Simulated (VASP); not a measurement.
A run of VASP 6.6.1:

The input INCAR:

```
PREC = Accurate ; ENCUT = 520
EDIFF = 1E-7 ; ISMEAR = 0
SIGMA = 0.05 ; LREAL = F
LASPH = T ; NELM = 100
ALGO = Normal ; ISIF = 2
LWAVE = F ; LCHARG = F
GGA = CA ; NBANDS = 14
```

Contents of KPOINTS:

```
Automatic mesh
0
Gamma
  6 6 6
```

POSCAR

```
NaCl
1.0
    3.6422776000      0.0000000000      0.0000000000
    0.0000000000      3.6422776000      0.0000000000
    0.0000000000      0.0000000000      3.5021900000
Na Cl
1 1
Direct
    0.0000000000      0.0000000000      0.0000000000
    0.5000000000      0.5000000000      0.5000000000
```

Potentials or basis: VASP PAW LDA potentials, release 64 (Na_pv, Cl).

Run with:

```bash
$ cat potpaw_LDA.64/Na_pv/POTCAR potpaw_LDA.64/Cl/POTCAR > POTCAR
$ mpirun -np 1 vasp_std > vasp.out
```

Hardware: 1 thread of AMD EPYC 9R45 96-Core Processor (Zen 5) (shared host).

Task: How long does it take, and how much memory?

Result: It took 10 s on 1 thread of AMD EPYC 9R45 96-Core Processor (Zen 5), on a shared host, peak memory 0.11 GiB. Counts: scf iterations 13, k points 40.
